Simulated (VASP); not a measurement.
# Al16N15 (a cell with a defect) in VASP: a series of runs

Aim: see how the results for Al16N15 (a cell with a defect) move with the level of theory and the settings. Levels: PBE, LDA. Tasks: single point.

All numbers are computed with VASP 6.6.1; they aren't measurements. Logs are shortened: lines on timing, memory, paths and dates and some standing lists are left out, and cuts for length are marked.

### Step 1. The cell of the first run

The cell holds a defect, 31 atoms: a = 6.260 Å, b = 6.260 Å, c = 10.035 Å, α = 90.00°, β = 90.00°, γ = 120.00°.

### Step 2. Single point, PBE

The input, INCAR:

```
PREC     = Accurate       # precision mode
ENCUT    = 520            # plane-wave cutoff, eV
EDIFF    = 1E-6           # SCF threshold, eV
ISMEAR   = 0              # smearing method
SIGMA    = 0.01           # smearing width, eV
LREAL    = Auto         
LASPH    = True           # aspherical terms in the spheres
NELM     = 120            # most SCF steps
ALGO     = Normal         # electronic algorithm
ISIF     = 2              # what is computed and relaxed
LWAVE    = False          # write WAVECAR
LCHARG   = False          # write CHGCAR
GGA      = PE             # functional
NBANDS   = 82             # bands
NELECT   = 120.0        
GGA_COMPAT= False
```

The input, KPOINTS:

```
Automatic mesh
0
Gamma
  1 1 1
  0.25 0.25 0.25
```

The input, POSCAR:

```
Al16N15
1.0
    6.2595139092      0.0000000618      0.0000000000
   -3.1297570081      5.4208980298      0.0000000000
    0.0000000000      0.0000000000     10.0348065900
Al N
16 15
Direct
    0.3323240368      0.1680794070      0.2467897849
    0.1669687829      0.3333756877      0.5046737038
    0.3307053144      0.1700530033      0.7541849980
    0.1666154482      0.3337698698      1.0019489166
    0.3325872029      0.6640083703      0.2467397213
    0.2094925750      0.8554166329      0.5102959116
    0.3301101335      0.6591172269      0.7539620822
    0.1783811002      0.8402435574      0.9979705991
    0.8366112711      0.1679463157      0.2468252511
    0.6451348680      0.2909549128      0.5101905763
    0.8410672843      0.1702230284      0.7538453557
    0.6606340100      0.3224566868      0.9977198111
    0.8343046583      0.6666289210      0.1905952270
    0.6462028116      0.8539027250      0.5111692290
    0.8339182835      0.6660964378      0.7588419820
    0.6617868128      0.8390887065      0.9976190200
    0.3317935450      0.1684049607      0.4398325198
    0.1680302899      0.3324423051      0.1916729314
    0.3315004952      0.1692027183      0.9402764485
    0.1683886706      0.3319716511      0.6900877407
    0.3311316526      0.6651155642      0.4398815691
    0.1729335240      0.8350441464      0.1921084055
    0.3317144424      0.6672414399      0.9400385671
    0.1639669710      0.8299159396      0.6904876691
    0.8351243466      0.1689321422      0.4399281529
    0.6654888933      0.3277303031      0.1922206344
    0.8334282655      0.1687758481      0.9398094253
    0.6705339061      0.3361194627      0.6903642618
    0.6663822305      0.8344991090      0.1918110319
    0.8326550223      0.6680723841      0.9515459844
    0.6703175253      0.8290910025      0.6910269748
```

Potentials or basis: VASP PAW PBE potentials, release 64 (Al, N).

Started as:

```console
$ cat potpaw_PBE.64/Al/POTCAR potpaw_PBE.64/N/POTCAR > POTCAR
$ mpirun -np 1 vasp_std > vasp.out
```

OUTCAR:

```text
PREC = Accurate
   ENCUT = 520
   EDIFF = 1E-6
   ISMEAR = 0
   LREAL = Auto
   LASPH = True
   NELM = 120
   ISIF = 2
   GGA = PE
   NELECT = 120.0

 ion  position               nearest neighbor table
   1  0.332  0.168  0.247-  18 1.87  22 1.89  26 1.89  17 1.94   4 3.04   8 3.07  12 3.07   9 3.10
                             5 3.10  10 3.15   6 3.15   2 3.15   5 3.16   9 3.16  13 3.18  13 3.18
   2  0.167  0.333  0.505-  20 1.86  17 1.90  21 1.91  25 1.91  11 3.06   7 3.06   3 3.07   6 3.13
                            10 3.13  14 3.14  14 3.14  10 3.14   6 3.14   9 3.15   1 3.15   5 3.15
   3  0.331  0.170  0.754-  19 1.87  20 1.87  28 1.95  24 1.95   6 2.99  10 2.99  12 3.03   8 3.03
                             4 3.06   7 3.06  11 3.07   2 3.07  15 3.13  15 3.13  11 3.19   7 3.20
   4  0.167  0.334  0.002-  19 1.89  18 1.90  27 1.91  23 1.91   9 3.04   5 3.04   1 3.04   7 3.05
                            11 3.05   3 3.06   8 3.13  12 3.13  16 3.13  16 3.13  12 3.13   8 3.13
   5  0.333  0.664  0.247-  22 1.87  18 1.88  29 1.89  21 1.94   4 3.04  16 3.07   8 3.07   1 3.10
                             9 3.10   2 3.15   6 3.15   9 3.15   1 3.16  14 3.16  13 3.18  13 3.18
   6  0.209  0.855  0.510-  24 1.83  21 1.85  17 1.85  10 2.73  14 2.74   3 2.99   7 3.00   2 3.13
                             2 3.14   1 3.15   5 3.15  15 3.22
   7  0.330  0.659  0.754-  23 1.87  20 1.89  24 1.93  31 1.95  14 2.99   6 3.00  16 3.04   8 3.04
                             4 3.05  11 3.06   2 3.06   3 3.06  15 3.13  15 3.13   3 3.20  11 3.20
   8  0.178  0.840  0.998-  23 1.86  19 1.88  30 1.93  22 1.95  13 2.69  12 3.02  16 3.03   3 3.03
                            15 3.04   7 3.04   1 3.07   5 3.07   4 3.13   4 3.13  16 3.23  12 3.24
   9  0.837  0.168  0.247-  26 1.88  18 1.88  29 1.89  25 1.94   4 3.04  16 3.07  12 3.08   1 3.10
                             5 3.10   2 3.15  10 3.15   5 3.15   1 3.16  14 3.16  13 3.18  13 3.18
  10  0.645  0.291  0.510-  28 1.82  25 1.84  17 1.85   6 2.73  14 2.74   3 2.99  11 3.00   2 3.13
                             2 3.14   1 3.15   9 3.15  15 3.22
  11  0.841  0.170  0.754-  27 1.87  20 1.89  28 1.93  31 1.95  14 2.99  10 3.00  16 3.04  12 3.04
                             4 3.05   7 3.06   2 3.06   3 3.07  15 3.13  15 3.13   3 3.19   7 3.20
  12  0.661  0.322  0.998-  27 1.86  19 1.88  30 1.93  26 1.95  13 2.69   8 3.02  16 3.03   3 3.03
                            15 3.04  11 3.04   1 3.07   9 3.08   4 3.13   4 3.13  16 3.23   8 3.24
  13  0.834  0.667  0.191-  29 1.82  22 1.84  26 1.84  30 2.40   8 2.69  12 2.69  16 2.69   5 3.18
                             1 3.18   9 3.18   9 3.18   1 3.18   5 3.18
  14  0.646  0.854  0.511-  31 1.82  25 1.86  21 1.86   6 2.74  10 2.74  11 2.99   7 2.99   2 3.14
                             2 3.14   5 3.16   9 3.16  15 3.21
  15  0.834  0.666  0.759-  31 1.90  24 1.92  28 1.92  30 1.93  12 3.04  16 3.04   8 3.04  11 3.13
                             3 3.13   7 3.13   7 3.13   3 3.13  11 3.13  14 3.21  10 3.22   6 3.22
  16  0.662  0.839  0.998-  27 1.88  23 1.88  30 1.91  29 1.95  13 2.69  12 3.03   8 3.03  11 3.04
                             7 3.04  15 3.04   9 3.07   5 3.07   4 3.13   4 3.13   8 3.23  12 3.23
  17  0.332  0.168  0.440-   6 1.85  10 1.85   2 1.90   1 1.94
  18  0.168  0.332  0.192-   1 1.87   9 1.88   5 1.88   4 1.90
  19  0.332  0.169  0.940-   3 1.87   8 1.88  12 1.88   4 1.89
  20  0.168  0.332  0.690-   2 1.86   3 1.87   7 1.89  11 1.89
  21  0.331  0.665  0.440-   6 1.85  14 1.86   2 1.91   5 1.94
  22  0.173  0.835  0.192-  13 1.84   5 1.87   1 1.89   8 1.95
  23  0.332  0.667  0.940-   8 1.86   7 1.87  16 1.88   4 1.91
  24  0.164  0.830  0.690-   6 1.83  15 1.92   7 1.93   3 1.95
  25  0.835  0.169  0.440-  10 1.84  14 1.86   2 1.91   9 1.94
  26  0.665  0.328  0.192-  13 1.84   9 1.88   1 1.89  12 1.95
  27  0.833  0.169  0.940-  12 1.86  11 1.87  16 1.88   4 1.91
  28  0.671  0.336  0.690-  10 1.82  15 1.92  11 1.93   3 1.95
  29  0.666  0.834  0.192-  13 1.82   9 1.89   5 1.89  16 1.95
  30  0.833  0.668  0.952-  16 1.91  12 1.93   8 1.93  15 1.93  13 2.40
  31  0.670  0.829  0.691-  14 1.82  15 1.90   7 1.95  11 1.95

  LATTYP: Found a hexagonal cell.
 ALAT       =     6.2595139092
 C/A-ratio  =     1.6031287310

  Lattice vectors:

 A1 = (   6.2595139092,   0.0000000618,   0.0000000000)
 A2 = (  -3.1297570081,   5.4208980298,   0.0000000000)
 A3 = (   0.0000000000,   0.0000000000,  10.0348065900)

Analysis of symmetry for initial positions (statically):
=====================================================================
 Subroutine PRICEL returns:
 Original cell was already a primitive cell.

 Routine SETGRP: Setting up the symmetry group for a
 hexagonal supercell.

 Subroutine GETGRP returns: Found  1 space group operations
 (whereof  1 operations were pure point group operations)
 out of a pool of 24 trial point group operations.

The static configuration has the point symmetry C_1 .

Analysis of symmetry for dynamics (positions and initial velocities):
=====================================================================
 Subroutine PRICEL returns:
 Original cell was already a primitive cell.
[... 107 lines left out ...]
    -0.000000002  0.184471279  0.000000000     0.000000000  1.000000000  0.000000000
     0.000000000  0.000000000  0.099653141     0.000000000  0.000000000  1.000000000

  Length of vectors
     0.184471279  0.184471279  0.099653141

  Shift w.r.t. Gamma in fractional coordinates (k-lattice)
     0.250000000  0.250000000  0.250000000

 Subroutine IBZKPT returns following result:
 ===========================================

 Found      6 irreducible k-points:

 Following reciprocal coordinates:
            Coordinates               Weight
  0.250000  0.250000  0.250000      2.000000
 -0.250000  0.500000  0.250000      2.000000
  0.500000  0.250000  0.250000      2.000000
 -0.250000 -0.250000  0.250000      2.000000
  0.250000  0.500000  0.250000      2.000000
  0.500000 -0.250000  0.250000      2.000000
   k-points           NKPTS =      6   k-points in BZ     NKDIM =      6   number of bands    NBANDS=     82
   number of dos      NEDOS =    301   number of ions     NIONS =     31
   total plane-waves  NPLWV = 184320
   dimension x,y,z NGX =    48 NGY =   48 NGZ =   80
   dimension x,y,z NGXF=    96 NGYF=   96 NGZF=  160
   ions per type =              16  15
   NGX,Y,Z   is equivalent  to a cutoff of  12.75, 12.75, 13.25 a.u.
   NGXF,Y,Z  is equivalent  to a cutoff of  25.50, 25.50, 26.51 a.u.
 SYSTEM =  unknown system
   PREC   = accura    normal or accurate (medium, high low for compatibility)
   ISTART =      0    job   : 0-new  1-cont  2-samecut
   ICHARG =      2    charge: 1-file 2-atom 10-const
   ISPIN  =      1    spin polarized calculation?
   LNONCOLLINEAR =      F non collinear calculations
   LSORBIT =      F    spin-orbit coupling
   LASPH  =      T    aspherical Exc in radial PAW
   ENCUT  =  520.0 eV  38.22 Ry    6.18 a.u.  11.64 11.64 18.66*2*pi/ulx,y,z
   NELM   =    120;   NELMIN=  2; NELMDL= -5     # of ELM steps
   EDIFF  = 0.1E-05   stopping-criterion for ELM
   LREAL  =      T    real-space projection
   EDIFFG = 0.1E-04   stopping-criterion for IOM
   NSW    =      0    number of steps for IOM
[... 5 lines left out ...]
   TEBEG  =    0.0;   TEEND  =   0.0 temperature during run
   PSTRESS=    0.0 pullay stress
   NELECT =     120.0000    total number of electrons
   NUPDOWN=      -1.0000    fix difference up-down
   EMIN   =  10.00;   EMAX   =-10.00  energy-range for DOS
   EFERMI =   0.00;   METHOD = LEGACY
   ISMEAR =     0;   SIGMA  =   0.01  broadening in eV -4-tet -1-fermi 0-gaus
   EFERMI_NEDOS =   21; number of points for ismear=-14 and -15
   IALGO  =     38    algorithm
   IMIX   =      4    mixing-type and parameters
     AMIX     =   0.40;   BMIX     =  1.00
     AMIX_MAG =   1.60;   BMIX_MAG =  1.00
  volume/ion in A,a.u.               =      10.98        74.12
  Fermi-wavevector in a.u.,A,eV,Ry     =   1.156365  2.185213 18.193440  1.337180
  Thomas-Fermi vector in A             =   2.292986
   LORBIT       =      0    0 simple, 1 ext, 2 COOP (PROOUT), +10 PAW based schemes
   GGA     = PE    functional components
   LHFCALC =     F    Hartree Fock is set to
   AEXX    =    0.0000 exact exchange contribution
   IVDW    =     0    specifies the selected vdW correction
   LEPSILON=     F    determine dielectric tensor
   LRPA    =     F    only Hartree local field effects (RPA)
 non-spin polarized calculation
 Gauss-broadening in eV      SIGMA  =   0.01
  energy-cutoff  :      520.00
  volume of cell :      340.50
 maximum number of plane-waves:      9148
 NGX is ok and might be reduce to    48
   NGX = 23   NGY = 23   NGZ = 37

 number of electron     119.9999990 magnetization

 Free energy of the ion-electron system (eV)
  ---------------------------------------------------
  ext. energy  EPLUGINS =         0.00000000
  ---------------------------------------------------
  free energy    TOTEN  =      -248.89813094 eV

  energy without entropy =     -248.89813094  energy(sigma->0) =     -248.89813094

 E-fermi :   5.4203     XC(G=0): -10.5435

 val. band max:        5.3613604782   @ k =   0.5000  -0.2500   0.2500
 cond. band min:       7.0798507158   @ k =   0.2500   0.5000   0.2500
 fundamental gap:      1.7184902375
 Fermi energy:         5.4203241375

 k-point     1 :       0.2500    0.2500    0.2500
  band No.  band energies     occupation
      1      -8.8668      2.00000
      2      -8.3638      2.00000
      3      -8.3073      2.00000
      4      -8.0262      2.00000
      5      -7.7855      2.00000
      6      -7.6833      2.00000
[... 439 lines left out ...]
     71      12.6182      0.00000
     72      12.6925      0.00000
 [bands above 72 left out]

------------------------ aborting loop because EDIFF is reached ----------------------------------------

  FORCE on cell =-STRESS in cart. coord.  units (eV):
  Direction    XX          YY          ZZ          XY          YZ          ZX
  --------------------------------------------------------------------------------------
  -------------------------------------------------------------------------------------
  Total      -22.7601742    -24.6351363    -23.1626290     -1.6142553      0.0108170     -0.0971660
  in kB     -107.0940415   -115.9163498   -108.9877226     -7.5955976      0.0508973     -0.4571977
  external PRESSURE =    -110.6660380 kB  Pullay stress =       0.0000000 kB

 VOLUME and BASIS-vectors are now :
 -----------------------------------------------------------------------------
  energy-cutoff  :      520.00
  volume of cell :      340.50
      direct lattice vectors                 reciprocal lattice vectors
     6.259513909  0.000000062  0.000000000     0.159756813  0.092235641  0.000000000
    -3.129757008  5.420898030  0.000000000    -0.000000002  0.184471279  0.000000000
     0.000000000  0.000000000 10.034806590     0.000000000  0.000000000  0.099653141

 POSITION                                       TOTAL-FORCE (eV/Angst)
 -----------------------------------------------------------------------------------
      1.55414      0.91114      2.47649         0.114621     -0.050658      0.005911
      0.00176      1.80720      5.06430        -0.101241      0.054897      0.000719
      1.53783      0.92184      7.56810         0.086534     -0.078731     -0.010618
     -0.00169      1.80933      0.01956        -0.152823      0.104744      0.002094
      0.00365      3.59952      2.47599         0.141082     -0.066494      0.007105
     -1.36592      4.63713      5.12072        -0.047085     -0.037143      0.067458
[... 23 lines left out ...]
      3.12111      3.62155      9.54858         0.173452     -0.099735     -0.007285
      1.60101      4.49442      6.93432        -0.127098      0.116160     -0.060657
 -----------------------------------------------------------------------------------
    total drift:                                0.014433      0.002493     -0.007486

  FREE ENERGIE OF THE ION-ELECTRON SYSTEM (eV)
  ---------------------------------------------------
  free  energy   TOTEN  =      -248.8981309430 eV

  energy  without entropy=     -248.8981309430  energy(sigma->0) =     -248.89813094
```

It took 4.5 min on 1 thread of Intel Xeon Platinum 8559C (Emerald Rapids), shared host; peak memory 0.46 GiB.

What came out:

* Free energy: -248.8981 eV
* Largest force: 0.290 eV/Å

Forces in eV/Å, atoms in the order of the input:
```
Al   0.115 -0.051  0.006
Al  -0.101  0.055  0.001
Al   0.087 -0.079 -0.011
Al  -0.153  0.105  0.002
Al   0.141 -0.066  0.007
Al  -0.047 -0.037  0.067
Al   0.055 -0.056  0.018
Al  -0.108  0.017 -0.019
Al   0.108 -0.071  0.004
Al  -0.009  0.051  0.051
Al   0.111 -0.058  0.004
Al  -0.077  0.076  0.035
Al   0.168 -0.131 -0.002
Al  -0.116  0.063 -0.105
Al   0.144 -0.061  0.002
Al  -0.162  0.070 -0.013
N    0.043 -0.009 -0.047
N   -0.170  0.101  0.001
N    0.194 -0.107 -0.032
N   -0.160  0.084 -0.011
N    0.215 -0.032 -0.006
N   -0.180  0.059 -0.035
N    0.204 -0.110  0.009
N   -0.137  0.086  0.030
N    0.144 -0.164 -0.001
N   -0.125  0.138 -0.053
N    0.178 -0.106  0.030
N   -0.162  0.092  0.041
N   -0.244  0.124  0.095
N    0.173 -0.100 -0.007
N   -0.127  0.116 -0.061
```

Caveat: the k points lie up to 0.58 Å⁻¹ apart; the cell carries a net charge on a neutralising background, which shifts energy and pressure; the cell is charged against a uniform background, so pressure and absolute levels hang on convention.

### Step 3. Single point, LDA

Changes to INCAR since step 2:

```diff
@@ -3,3 +3,3 @@
 EDIFF    = 1E-6           # SCF threshold, eV
-ISMEAR   = 0              # smearing method
+ISMEAR   = -1             # smearing method
 SIGMA    = 0.01           # smearing width, eV
@@ -12,5 +12,4 @@
 LCHARG   = False          # write CHGCAR
-GGA      = PE             # functional
+NELECT   = 122.0        
 NBANDS   = 82             # bands
-NELECT   = 120.0        
 GGA_COMPAT= False
```

KPOINTS is that of step 2.

The input, POSCAR:

```
Al16N15
1.0
    6.2595139128      0.0000000578      0.0000000000
   -3.1297570064      5.4208980350      0.0000000000
    0.0000000000      0.0000000000     10.0348065929
Al N
16 15
Direct
    0.3318147562      0.1660143384      0.2501706644
    0.1677252509      0.3305260850      0.5015037561
    0.3322810991      0.1667242133      0.7500036903
    0.1656467325      0.3327382971      0.9990955619
    0.3321296592      0.6630661403      0.2484756465
    0.1730148360      0.8358269369      0.4998630336
    0.3308613743      0.6643248297      0.7502446480
    0.1657025581      0.8334015317      0.9994121870
    0.8354209900      0.1666410569      0.2486189376
    0.6626901848      0.3258169254      0.4999362503
    0.8339169833      0.1669022355      0.7501897276
    0.6649623053      0.3325233586      0.9994597481
    0.8324045852      0.6658281272      0.2416395098
    0.6631511292      0.8346548191      0.5010903805
    0.8325304464      0.6660924117      0.7506126348
    0.6651541189      0.8334596156      0.9987158918
    0.3337460985      0.1645041409      0.4400861663
    0.1676521484      0.3307297291      0.1893758101
    0.3314869409      0.1669282216      0.9397585022
    0.1669737434      0.3313186287      0.6898277638
    0.3310193509      0.6632845950      0.4387478898
    0.1669698233      0.8309529336      0.1926829807
    0.3308122171      0.6680442525      0.9399540312
    0.1652072993      0.8311881221      0.6874448396
    0.8347499713      0.1670118493      0.4389379795
    0.6663703351      0.3308314252      0.1925853951
    0.8304730255      0.1677188305      0.9398980466
    0.6683068860      0.3338433985      0.6876174516
    0.6675299990      0.8321003293      0.1909454873
    0.8310034307      0.6673860776      0.9406573251
    0.6666207397      0.8303786609      0.6886682984
```

Potentials or basis: VASP PAW LDA potentials, release 64 (Al, N).

Started as:

```console
$ cat potpaw_LDA.64/Al/POTCAR potpaw_LDA.64/N/POTCAR > POTCAR
$ mpirun -np 1 vasp_std > vasp.out
```

It took 4.3 min on 1 thread of Intel Xeon Platinum 8559C (Emerald Rapids), shared host; peak memory 0.38 GiB.

It converged, with:

* Free energy: -258.5323 eV
* Largest force: 0.312 eV/Å

Forces on the atoms (eV/Å):
```
Al   0.108 -0.070 -0.131
Al  -0.231  0.123  0.012
Al   0.104 -0.057  0.044
Al  -0.106  0.065  0.010
Al   0.105 -0.054  0.060
Al   0.218 -0.115  0.153
Al   0.091 -0.064  0.009
Al  -0.099  0.058  0.025
Al   0.088 -0.047  0.065
Al   0.215 -0.146  0.150
Al   0.097 -0.046  0.004
Al  -0.110  0.066  0.012
Al   0.134 -0.098 -0.190
Al  -0.261  0.162 -0.052
Al   0.111 -0.058  0.047
Al  -0.107  0.062 -0.010
N   -0.121  0.081 -0.148
N   -0.151  0.091  0.006
N    0.165 -0.097 -0.014
N   -0.138  0.078 -0.026
N    0.178  0.081  0.063
N   -0.154  0.106 -0.077
N    0.182 -0.097 -0.013
N   -0.133  0.048  0.026
N    0.019 -0.180  0.054
N   -0.109  0.124 -0.058
N    0.178 -0.123 -0.017
N   -0.154  0.045 -0.002
N   -0.187  0.041  0.088
N    0.165 -0.095 -0.014
N   -0.094  0.117 -0.075
```

Levels at points of the mesh, in eV from the Fermi level:
```tsv
k point	band 58	band 59	band 60	band 61	band 62	band 63	band 64	band 65
(0.25, 0.25, 0.25)	-1.46	-1.36	-1.19	-0.27	2.68	3.28	3.46	4.70
```

Caveat: the k points lie up to 0.58 Å⁻¹ apart; the cell carries a net charge on a neutralising background, which shifts energy and pressure; the cell is charged against a uniform background, so pressure and absolute levels hang on convention.

(Continued in part 2 of 2.)
